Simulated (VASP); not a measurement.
CsMgBiO3:

```xyz
6
Lattice="3.2305 1.8651 3.7970 -3.2305 1.8651 3.7970 0.0000 -3.7303 3.7970" Properties=species:S:1:pos:R:3 pbc="T T T"
Cs    0.0000    0.0000   10.4488
Mg    0.0000    0.0000    3.4423
Bi    0.0000    0.0000    6.4393
O    -1.5857    0.9155    7.4612
O     0.0000   -1.8310    7.4612
O     1.5857    0.9155    7.4612
```

* Program: VASP 6.6.1
* Task: relaxation of cell and atoms
* Functional: LDA
* Potentials or basis: VASP PAW LDA potentials, release 64 (Cs_sv, Mg, Bi_d, O)
* Cutoff: 600 eV
* k mesh: 4 × 4 × 4
* Occupations: fermi-dirac, width 0.01 eV
* Spin: no spin polarisation

At the start: pressure -4.3 GPa; volume 22.88 Å³/atom.

Task: How do energy, volume and symmetry change on relaxing?

Result: Over 34 steps the energy falls by 25.7 meV/atom and the volume is 21.21 Å³/atom (-7.3 %); space group R3m (No. 160, to 0.1 Å) before and after.

Step by step:
```tsv
step	energy change (eV)	largest force (eV/Å)	pressure (GPa)	volume (Å³)
1	0.0000	0.7891	-4.27	137.27
2	-0.0256	2.1110	3.71	125.49
3	-0.1158	0.6310	-0.43	130.75
4	-0.1315	0.2313	-0.13	128.98
5	-0.1315	0.2534	-0.11	128.86
6	-0.1394	0.1130	-0.02	127.94
7	-0.1413	0.1156	0.07	127.22
8	-0.1427	0.1112	-0.10	127.28
9	-0.1440	0.1868	-0.45	127.40
10	-0.1446	0.1667	-0.42	127.31
11	-0.1460	0.1077	-0.32	127.05
12	-0.1480	0.0744	-0.13	126.54
13	-0.1475	0.2572	0.28	125.52
14	-0.1485	0.1111	0.03	126.12
15	-0.1495	0.0714	0.05	125.95
16	-0.1502	0.0983	0.10	125.52
17	-0.1503	0.0737	0.10	125.61
18	-0.1509	0.0566	0.07	125.64
19	-0.1517	0.0552	0.00	125.72
20	-0.1517	0.0617	-0.01	125.73
21	-0.1519	0.0597	0.05	125.72
22	-0.1523	0.0627	0.23	125.69
23	-0.1524	0.0569	0.22	125.73
24	-0.1527	0.0435	0.19	125.83
25	-0.1531	0.0296	0.13	126.04
26	-0.1536	0.0758	0.02	126.45
27	-0.1537	0.1121	-0.03	126.65
28	-0.1539	0.0952	-0.02	126.79
29	-0.1541	0.0685	-0.02	127.00
30	-0.1542	0.0289	0.00	127.42
31	-0.1542	0.0397	0.00	127.22
32	-0.1542	0.0254	0.01	127.21
33	-0.1543	0.0100	0.06	127.17
34	-0.1543	0.0043	0.03	127.23
```

Final structure:
```
Cs Mg Bi O
1.0
     3.13875    1.81216    3.72811
    -3.13875    1.81216    3.72811
     0.00000   -3.62431    3.72811
Cs Mg Bi O
1 1 1 3
Cartesian
  0.0000 0.0000 10.0859
  0.0000 0.0000 3.4220
  0.0000 0.0000 6.3233
  -1.5262 0.8811 7.3692
  0.0000 -1.7623 7.3692
  1.5262 0.8811 7.3692
```
